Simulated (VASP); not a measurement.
# ZnS (Cm) in VASP: a series of runs

The runs below take ZnS through single point, with r2SCAN.

Everything below comes from runs of VASP 6.6.1. Logs are shortened: lines on timing, memory, paths and dates and some standing lists are left out, and cuts for length are marked.

## Step 1: The cell of the first run

It takes space group Cm (No. 8, monoclinic). Conventional cell: a = 7.621 Å, b = 7.621 Å, c = 5.389 Å, α = 90.00°, β = 90.00°, γ = 90.00°. Zn (site symmetry m) has 4 S at 2.24 to 2.43 Å within 3.0 Å. Within 3.1 Å of Zn (site symmetry m) lie 4 S at 2.33 Å. Within 3.1 Å of Zn (site symmetry 1) lie 4 S at 2.33 Å. Within 3.1 Å of S (site symmetry m) lie 4 Zn at 2.33 to 2.43 Å. Within 3.0 Å of S (site symmetry m) lie 4 Zn at 2.24 to 2.33 Å. Within 3.1 Å of S (site symmetry 1) lie 4 Zn at 2.33 to 2.34 Å.

## Step 2: Single point, r2SCAN (atom 1 (Zn) moved +0.113 Å along Cartesian [1 -1 0])

Input file POSCAR:

```
ZnS
1.0
    5.3890263884      0.0000000000      0.0000000000
    0.0000000000     -5.3890263884      0.0000000000
    0.0000000000      0.0000000000     -5.3890263884
Zn S
4 4
Direct
    0.0147613886      0.0147613886      0.0000000000
    0.5000000000      0.5000000000      0.0000000000
    0.5000000000      0.0000000000      0.5000000000
    0.0000000000      0.5000000000      0.5000000000
    0.7500000000      0.7500000000      0.7500000000
    0.2500000000      0.2500000000      0.7500000000
    0.2500000000      0.7500000000      0.2500000000
    0.7500000000      0.2500000000      0.2500000000
```

Input file INCAR.step1:

```
PREC = Accurate
ENCUT = 520
ISMEAR = 0
SIGMA = 0.05
LREAL = False
LASPH = True
NELM = 80
NBANDS = 46
GGA = PE
ALGO = Normal
EDIFF = 1E-4
LWAVE = True
LCHARG = False
```

Input file INCAR.step2:

```
PREC = Accurate
ENCUT = 520
EDIFF = 1E-6
ISMEAR = 0
SIGMA = 0.05
LREAL = False
LASPH = True
NELM = 80
ALGO = Normal
ISIF = 2
LWAVE = False
LCHARG = False
METAGGA = R2SCAN
LMIXTAU = True
NBANDS = 46
ISTART = 1
```

Input file KPOINTS:

```
regular mesh
0
Gamma
  4 4 4
```

Potentials or basis: VASP PAW PBE potentials, release 64 (Zn, S).

Launch:

```console
> cat potpaw_PBE.64/Zn/POTCAR potpaw_PBE.64/S/POTCAR > POTCAR
> cp INCAR.step1 INCAR
> mpirun -np 1 vasp_std > vasp.out
> cp INCAR.step2 INCAR
> mpirun -np 1 vasp_std > vasp.out
```

OUTCAR:

```text
PREC = Accurate
   ENCUT = 520
   EDIFF = 1E-6
   ISMEAR = 0
   LREAL = False
   LASPH = True
   NELM = 80
   ISIF = 2
   METAGGA = R2SCAN
   ISTART = 1

 ion  position               nearest neighbor table
   1  0.015  0.015  0.000-   6 2.24   7 2.34   8 2.34   5 2.43
   2  0.500  0.500  0.000-   5 2.33   6 2.33   7 2.33   8 2.33
   3  0.500  0.000  0.500-   5 2.33   6 2.33   7 2.33   8 2.33
   4  0.000  0.500  0.500-   5 2.33   6 2.33   7 2.33   8 2.33
   5  0.750  0.750  0.750-   2 2.33   3 2.33   4 2.33   1 2.43
   6  0.250  0.250  0.750-   1 2.24   2 2.33   3 2.33   4 2.33
   7  0.250  0.750  0.250-   2 2.33   3 2.33   4 2.33   1 2.34
   8  0.750  0.250  0.250-   2 2.33   3 2.33   4 2.33   1 2.34

  LATTYP: Found a simple cubic cell.
 ALAT       =     5.3890263884

  Lattice vectors:

 A1 = (   5.3890263884,   0.0000000000,   0.0000000000)
 A2 = (   0.0000000000,  -5.3890263884,   0.0000000000)
 A3 = (   0.0000000000,   0.0000000000,  -5.3890263884)

Analysis of symmetry for initial positions (statically):
=====================================================================
 Subroutine PRICEL returns:
 Original cell was already a primitive cell.

 Routine SETGRP: Setting up the symmetry group for a
 simple cubic supercell.

 Subroutine GETGRP returns: Found  2 space group operations
 (whereof  2 operations were pure point group operations)
 out of a pool of 48 trial point group operations.

The static configuration has the point symmetry C_1h.

Analysis of symmetry for dynamics (positions and initial velocities):
=====================================================================
 Subroutine PRICEL returns:
 Original cell was already a primitive cell.

 Routine SETGRP: Setting up the symmetry group for a
 simple cubic supercell.

 Subroutine GETGRP returns: Found  2 space group operations
 (whereof  2 operations were pure point group operations)
 out of a pool of 48 trial point group operations.

The dynamic configuration has the point symmetry C_1h.

 Subroutine INISYM returns: Found  2 space group operations
 (whereof  2 operations are pure point group operations),
 and found     1 'primitive' translations

----------------------------------------------------------------------------------------

                                     Primitive cell

  volume of cell :     156.5060

  direct lattice vectors                    reciprocal lattice vectors
     5.389026388  0.000000000  0.000000000     0.185562276  0.000000000  0.000000000
     0.000000000 -5.389026388  0.000000000     0.000000000 -0.185562276  0.000000000
     0.000000000  0.000000000 -5.389026388     0.000000000  0.000000000 -0.185562276

  length of vectors
     5.389026388  5.389026388  5.389026388     0.185562276  0.185562276  0.185562276

  position of ions in fractional coordinates (direct lattice)
     0.014761389  0.014761389  0.000000000
     0.500000000  0.500000000  0.000000000
     0.500000000  0.000000000  0.500000000
     0.000000000  0.500000000  0.500000000
     0.750000000  0.750000000  0.750000000
     0.250000000  0.250000000  0.750000000
     0.250000000  0.750000000  0.250000000
     0.750000000  0.250000000  0.250000000

  ion indices of the primitive-cell ions
   primitive index   ion index
                 1           1
                 2           2
                 3           3
                 4           4
                 5           5
                 6           6
                 7           7
                 8           8

----------------------------------------------------------------------------------------

 KPOINTS: regular mesh

Automatic generation of k-mesh.
 Grid dimensions read from file:
 generate k-points for:    4    4    4

 Generating k-lattice:

  Cartesian coordinates                     Fractional coordinates (reciprocal lattice)
     0.046390569  0.000000000  0.000000000     0.250000000  0.000000000  0.000000000
     0.000000000 -0.046390569  0.000000000     0.000000000  0.250000000  0.000000000
     0.000000000  0.000000000 -0.046390569     0.000000000  0.000000000  0.250000000

  Length of vectors
     0.046390569  0.046390569  0.046390569

  Shift w.r.t. Gamma in fractional coordinates (k-lattice)
     0.000000000  0.000000000  0.000000000

 Subroutine IBZKPT returns following result:
 ===========================================

 Found     24 irreducible k-points:

 Following reciprocal coordinates:
            Coordinates               Weight
  0.000000  0.000000  0.000000      1.000000
  0.250000  0.000000  0.000000      4.000000
  0.000000  0.000000  0.250000      2.000000
  0.500000  0.000000  0.000000      2.000000
  0.000000  0.000000  0.500000      1.000000
  0.250000  0.250000  0.000000      2.000000
[... 16 lines left out ...]
  0.250000  0.500000  0.500000      4.000000
  0.500000  0.500000  0.500000      1.000000
   k-points           NKPTS =     24   k-points in BZ     NKDIM =     24   number of bands    NBANDS=     46
   number of dos      NEDOS =    301   number of ions     NIONS =      8
   total plane-waves  NPLWV =  64000
   dimension x,y,z NGX =    40 NGY =   40 NGZ =   40
   dimension x,y,z NGXF=    80 NGYF=   80 NGZF=   80
   ions per type =               4   4
   NGX,Y,Z   is equivalent  to a cutoff of  12.34, 12.34, 12.34 a.u.
   NGXF,Y,Z  is equivalent  to a cutoff of  24.68, 24.68, 24.68 a.u.
 SYSTEM =  unknown system
   PREC   = accura    normal or accurate (medium, high low for compatibility)
   ISTART =      1    job   : 0-new  1-cont  2-samecut
   ICHARG =      0    charge: 1-file 2-atom 10-const
   ISPIN  =      1    spin polarized calculation?
   LNONCOLLINEAR =      F non collinear calculations
   LSORBIT =      F    spin-orbit coupling
   LASPH  =      T    aspherical Exc in radial PAW
   ENCUT  =  520.0 eV  38.22 Ry    6.18 a.u.  10.02 10.02 10.02*2*pi/ulx,y,z
   NELM   =     80;   NELMIN=  2; NELMDL=  0     # of ELM steps
   EDIFF  = 0.1E-05   stopping-criterion for ELM
   LREAL  =      F    real-space projection
   EDIFFG = 0.1E-04   stopping-criterion for IOM
   NSW    =      0    number of steps for IOM
   IBRION =     -1    ionic relax: 0-MD 1-quasi-New 2-CG
   NFREE  =      0    steps in history (QN), initial steepest desc. (CG)
   ISIF   =      2    stress and relaxation
   ISYM   =      2    0-nonsym 1-usesym 2-fastsym
   POTIM  = 0.5000    time-step for ionic-motion
   TEBEG  =    0.0;   TEEND  =   0.0 temperature during run
   PSTRESS=    0.0 pullay stress
   NELECT =      72.0000    total number of electrons
   NUPDOWN=      -1.0000    fix difference up-down
   EMIN   =  10.00;   EMAX   =-10.00  energy-range for DOS
   EFERMI =   0.00;   METHOD = LEGACY
   ISMEAR =     0;   SIGMA  =   0.05  broadening in eV -4-tet -1-fermi 0-gaus
   EFERMI_NEDOS =   21; number of points for ismear=-14 and -15
   IALGO  =     38    algorithm
   IMIX   =      4    mixing-type and parameters
     AMIX     =   0.40;   BMIX     =  1.00
     AMIX_MAG =   1.60;   BMIX_MAG =  1.00
  volume/ion in A,a.u.               =      19.56       132.02
  Fermi-wavevector in a.u.,A,eV,Ry     =   1.263791  2.388219 21.730795  1.597168
  Thomas-Fermi vector in A             =   2.397130
   LORBIT       =      0    0 simple, 1 ext, 2 COOP (PROOUT), +10 PAW based schemes
   METAGGA = R2SCAN    functional components
   LHFCALC =     F    Hartree Fock is set to
   AEXX    =    0.0000 exact exchange contribution
   IVDW    =     0    specifies the selected vdW correction
   LEPSILON=     F    determine dielectric tensor
   LRPA    =     F    only Hartree local field effects (RPA)
 non-spin polarized calculation
 Gauss-broadening in eV      SIGMA  =   0.05
  energy-cutoff  :      520.00
  volume of cell :      156.51
 maximum number of plane-waves:      4238
   NGX = 21   NGY = 21   NGZ = 21

 number of electron      72.0000076 magnetization

 Free energy of the ion-electron system (eV)
  ---------------------------------------------------
  ext. energy  EPLUGINS =         0.00000000
  ---------------------------------------------------
  free energy    TOTEN  =       -75.41886439 eV

  energy without entropy =      -75.41886439  energy(sigma->0) =      -75.41886439

 E-fermi :   2.1635     XC(G=0): -10.3259

 val. band max:        1.9339945939   @ k =   0.0000   0.0000   0.0000
 cond. band min:       4.6173955560   @ k =   0.0000   0.0000   0.0000
 fundamental gap:      2.6834009621
 Fermi energy:         2.1634600327

 k-point     1 :       0.0000    0.0000    0.0000
  band No.  band energies     occupation
      1     -11.8425      2.00000
      2     -10.6644      2.00000
      3     -10.5397      2.00000
      4     -10.4194      2.00000
      5      -4.6948      2.00000
      6      -4.6586      2.00000
[... 38 lines left out ...]
     45       8.8093      0.00000
     46       8.8300      0.00000

 k-point     2 :       0.2500    0.0000    0.0000
  band No.  band energies     occupation
      1     -11.6845      2.00000
      2     -10.7909      2.00000
      3     -10.6042      2.00000
      4     -10.4393      2.00000
      5      -4.6949      2.00000
      6      -4.6313      2.00000
[... 38 lines left out ...]
     45       9.4642      0.00000
     46       9.4833      0.00000

 k-point     3 :       0.0000    0.0000    0.2500
  band No.  band energies     occupation
      1     -11.6827      2.00000
      2     -10.8181      2.00000
      3     -10.5366      2.00000
      4     -10.4817      2.00000
      5      -4.6808      2.00000
      6      -4.6496      2.00000
[... 1018 lines left out ...]
     45       9.5981      0.00000
     46       9.7146      0.00000

 k-point    24 :       0.5000    0.5000    0.5000
  band No.  band energies     occupation
      1     -11.0531      2.00000
      2     -10.8640      2.00000
      3     -10.8634      2.00000
      4     -10.6966      2.00000
      5      -4.5764      2.00000
      6      -4.5333      2.00000
[... 38 lines left out ...]
     45       9.3005      0.00000
     46       9.3089      0.00000

------------------------ aborting loop because EDIFF is reached ----------------------------------------

  FORCE on cell =-STRESS in cart. coord.  units (eV):
  Direction    XX          YY          ZZ          XY          YZ          ZX
  --------------------------------------------------------------------------------------
  -------------------------------------------------------------------------------------
  Total        0.1715065      0.1715065      0.2638032     -0.1481323     -0.4699352      0.4699277
  in kB        1.7557400      1.7557400      2.7005965     -1.5164548     -4.8108035      4.8107268
  external PRESSURE =       2.0706921 kB  Pullay stress =       0.0000000 kB

 VOLUME and BASIS-vectors are now :
 -----------------------------------------------------------------------------
  energy-cutoff  :      520.00
  volume of cell :      156.51
      direct lattice vectors                 reciprocal lattice vectors
     5.389026388  0.000000000  0.000000000     0.185562276  0.000000000  0.000000000
     0.000000000 -5.389026388  0.000000000     0.000000000 -0.185562276  0.000000000
     0.000000000  0.000000000 -5.389026388     0.000000000  0.000000000 -0.185562276

 POSITION                                       TOTAL-FORCE (eV/Angst)
 -----------------------------------------------------------------------------------
      0.07955     -0.07955      0.00000        -0.543943      0.543943     -0.150894
      2.69451     -2.69451      0.00000         0.096646     -0.096646      0.002171
      2.69451      0.00000     -2.69451         0.096384      0.121026     -0.001464
      0.00000     -2.69451     -2.69451        -0.121026     -0.096384     -0.001464
      4.04177     -4.04177     -4.04177         0.172361     -0.172361     -0.157840
      1.34726     -1.34726     -4.04177         0.283157     -0.283157      0.290885
      1.34726     -4.04177     -1.34726        -0.002008     -0.018429      0.009303
      4.04177     -1.34726     -1.34726         0.018429      0.002008      0.009303
 -----------------------------------------------------------------------------------
    total drift:                                0.022168     -0.022168      0.001765

  FREE ENERGIE OF THE ION-ELECTRON SYSTEM (eV)
  ---------------------------------------------------
  free  energy   TOTEN  =       -75.4188643873 eV

  energy  without entropy=      -75.4188643873  energy(sigma->0) =      -75.41886439
```

Run time: 3.8 min. Hardware: 1 thread of Intel Xeon 6975P-C (Granite Rapids), shared host; peak memory 0.33 GiB.

What came out:

```yaml
Free_energy: -75.4189 eV
Pressure: 0.2 GPa
Largest_force: 0.784 eV/Å
Band_gap_on_the_k_mesh: 2.68 eV
```

Forces on the atoms (eV/Å):
```
Zn  -0.544  0.544 -0.151
Zn   0.097 -0.097  0.002
Zn   0.096  0.121 -0.001
Zn  -0.121 -0.096 -0.001
S    0.172 -0.172 -0.158
S    0.283 -0.283  0.291
S   -0.002 -0.018  0.009
S    0.018  0.002  0.009
```

Stress tensor (GPa, compression positive):
```
 0.18 -0.15  0.48
-0.15  0.18 -0.48
 0.48 -0.48  0.27
```

Levels at points of the mesh, in eV from the valence-band top:
```tsv
k point	band 34	band 35	band 36	band 37	band 38	band 39
(0.00, 0.00, 0.00)	-0.05	-0.02	0.00	2.68	3.54	3.68
(0.50, 0.00, 0.00)	-1.36	-1.25	-1.22	4.82	4.89	5.06
(0.00, 0.00, 0.50)	-1.31	-1.30	-1.29	4.87	4.89	5.05
(0.50, 0.50, 0.00)	-0.96	-0.95	-0.90	5.36	5.37	5.37
(0.00, 0.50, 0.50)	-1.00	-0.92	-0.87	5.28	5.33	5.40
(0.50, 0.50, 0.50)	-0.87	-0.87	-0.78	3.77	3.80	3.81
```

Caveat: the cell differs from its parent crystal (atom 1 (Zn) moved +0.113 Å along Cartesian [1 -1 0]); the PAW data sets were made with another functional, which shifts forces and pressure a little.

## Step 3: Single point, r2SCAN (atom 1 (Zn) moved +0.037 Å along Cartesian [1 -1 0])

Edit POSCAR of step 2 so:

```diff
@@ -8,3 +8,3 @@
 Direct
-    0.0147613886      0.0147613886      0.0000000000
+    0.0049204629      0.0049204629      0.0000000000
     0.5000000000      0.5000000000      0.0000000000
```

Input file INCAR.step1:

```
SYSTEM = ZnS
  PREC = Accurate
  ENCUT = 520
  ISMEAR = 0
  SIGMA = 0.05
  LREAL = .False.
  LASPH = .True.
  NELM = 80
  NBANDS = 46
  GGA = PE
  ALGO = Normal
  EDIFF = 1E-4
  LWAVE = .True.
  LCHARG = .False.
```

Input file INCAR.step2:

```
SYSTEM = ZnS
  PREC = Accurate
  ENCUT = 520
  EDIFF = 1E-6
  ISMEAR = 0
  SIGMA = 0.05
  LREAL = .False.
  LASPH = .True.
  NELM = 80
  ALGO = Normal
  ISIF = 2
  LWAVE = .False.
  LCHARG = .False.
  METAGGA = R2SCAN
  LMIXTAU = .True.
  NBANDS = 46
  ISTART = 1
```

Input file KPOINTS:

```
regular mesh
0
Gamma
  4 4 4
  0 0 0
```

Potentials or basis: VASP PAW PBE potentials, release 64 (Zn, S).

Launch:

```console
> cat potpaw_PBE.64/Zn/POTCAR potpaw_PBE.64/S/POTCAR > POTCAR
> cp INCAR.step1 INCAR
> mpirun -np 1 vasp_std > vasp.out
> cp INCAR.step2 INCAR
> mpirun -np 1 vasp_std > vasp.out
```

It took 3.8 min on 1 thread of Intel Xeon 6975P-C (Granite Rapids), shared host; peak memory 0.33 GiB.

It converged, with:

| Item | Value |
| --- | --- |
| Free energy | -75.4591 eV |
| Pressure | 0.1 GPa |
| Largest force | 0.243 eV/Å |
| Band gap on the k mesh | 2.70 eV |

Forces in eV/Å, atoms in the order of the input:
```
Zn  -0.171  0.171 -0.017
Zn   0.031 -0.031  0.000
Zn   0.031  0.041  0.000
Zn  -0.041 -0.031  0.000
S    0.067 -0.067 -0.064
S    0.080 -0.080  0.080
S    0.001 -0.002  0.001
S    0.002 -0.001  0.001
```

Stress tensor (GPa, compression positive):
```
 0.07 -0.02  0.16
-0.02  0.07 -0.16
 0.16 -0.16  0.12
```

Levels at points of the mesh, in eV from the valence-band top:
```csv
k point,band 33,band 34,band 35,band 36,band 37,band 38,band 39,band 40
"(0.00, 0.00, 0.00)",-2.30,-0.02,-0.01,0.00,2.70,3.65,3.70,3.75
"(0.50, 0.00, 0.00)",-1.32,-1.31,-1.27,-1.26,4.89,4.91,5.07,5.09
"(0.00, 0.00, 0.50)",-1.29,-1.29,-1.29,-1.29,4.90,4.91,5.08,5.08
"(0.50, 0.50, 0.00)",-0.97,-0.95,-0.94,-0.93,5.38,5.39,5.39,5.39
"(0.00, 0.50, 0.50)",-0.98,-0.96,-0.93,-0.91,5.36,5.37,5.40,5.41
"(0.50, 0.50, 0.50)",-0.90,-0.89,-0.89,-0.86,3.81,3.82,3.82,3.84
```

Caveat: the cell differs from its parent crystal (atom 1 (Zn) moved +0.037 Å along Cartesian [1 -1 0]); the PAW data sets were made with another functional, which shifts forces and pressure a little.
